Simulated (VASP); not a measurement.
## Si: single point with LDA

Si:

```
Si
1.0
     4.55214   -2.43471    0.00000
     4.55214    2.43471    0.00000
     0.00000    0.00000    5.79382
Si
8
Direct
  0.50000 0.50000 0.77051
  0.50000 0.50000 0.22949
  0.00000 0.00000 0.27051
  0.00000 0.00000 0.72949
  0.72622 0.72622 0.50000
  0.22622 0.22622 0.00000
  0.27378 0.27378 0.50000
  0.77378 0.77378 0.00000
```

This cell differs from its parent crystal: strain +0.0875 x Voigt [0, 0, 1, 0, 0, 0].

* Program: VASP 6.6.1
* Task: single point
* Functional: LDA
* Potentials or basis: VASP PAW LDA potentials, release 64 (Si)
* Cutoff: 520 eV
* k mesh: 10 × 10 × 8
* Occupations: gaussian, width 0.15 eV
* Spin: no spin polarisation

```yaml
Pressure: -7.4 GPa
Largest_force: 0.136 eV/Å
Band_gap_on_the_k_mesh: zero (bands 16 and 17 overlap by 3.64 eV)
```

Forces on the atoms (eV/Å):
```
Si   0.000  0.000  0.073
Si   0.000  0.000 -0.073
Si   0.000  0.000  0.073
Si   0.000  0.000 -0.073
Si  -0.136  0.000  0.000
Si  -0.136  0.000  0.000
Si   0.136  0.000  0.000
Si   0.136  0.000  0.000
```

Stress tensor (GPa, compression positive):
```
 -6.41   0.00   0.00
  0.00  -3.80   0.00
  0.00   0.00 -12.06
```

Levels at points of the mesh, in eV from the Fermi level:
```
           k point  band 12  band 13  band 14  band 15  band 16  band 17  band 18  band 19  band 20  band 21
(0.00, 0.00, 0.00)    -2.44    -2.39    -2.35    -2.28    -2.14    -2.08    -1.99    -1.84     1.47     1.86
(0.50, 0.00, 0.00)    -3.54    -1.54    -1.54     0.19     0.19     2.25     2.25     2.41     2.41     3.58
(0.50, 0.50, 0.00)    -2.92    -1.81    -1.61    -0.85     0.95     1.56     1.85     2.04     2.54     2.87
(0.00, 0.00, 0.50)    -4.16    -3.94    -3.94    -3.26    -3.26     2.16     2.16     2.49     2.49     2.69
(0.50, 0.00, 0.50)    -2.11    -0.54    -0.54     0.28     0.28     0.48     0.48     0.55     0.55     2.37
(0.50, 0.50, 0.50)    -2.12    -1.29    -1.29    -0.84    -0.84     0.13     0.13     1.07     1.07     2.78
```

Wall time 13 min on 1 thread of Intel Xeon 8259CL, with other jobs on the host, peak memory 0.45 GiB.

Caveat: the cell differs from its parent crystal (strain +0.0875 x Voigt [0, 0, 1, 0, 0, 0]); the stress differs along the axes, from -12 to -4 GPa.
